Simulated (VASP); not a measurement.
Here is a VASP 6.6.1 calculation.

INCAR

```
SYSTEM = C
PREC = Accurate
ENCUT = 520
EDIFF = 1E-6
ISMEAR = -1
SIGMA = 0.05
LREAL = .FALSE.
LASPH = .TRUE.
NELM = 80
ALGO = Normal
ISIF = 2
LWAVE = .FALSE.
LCHARG = .TRUE.
GGA = PE
LELF = .TRUE.
LVHAR = .TRUE.
NBANDS = 11
```

File KPOINTS:

```
Automatic mesh
0
G
  18 18 18
  0 0 0
```

POSCAR

```
C
1.0
    0.0000000000      2.1549900519      3.3920576840
    1.2441597479      0.0000000000      3.3920576840
    1.2441597479      2.1549900519      0.0000000000
C
2
Direct
    0.1666700000      0.8333300000      0.1666700000
    0.8333300000      0.1666700000      0.8333300000
```

Potentials or basis: VASP PAW PBE potentials, release 64 (C).

Launch:

```bash
$ cat potpaw_PBE.64/C/POTCAR > POTCAR
$ mpirun -np 1 vasp_std > vasp.out
```

**Question.** Predict the largest force.

**Answer.** 0.003 eV/Å.

**Question.** Predict the pressure.

**Answer.** -5.6 GPa.

Forces in eV/Å, atoms in the order of the input:
```
C    0.000  0.003  0.000
C    0.000 -0.003  0.000
```

Caveat: the cell stands under tension; this functional lacks dispersion, which binds the layers, so the pressure and a relaxed spacing across them are unreliable.
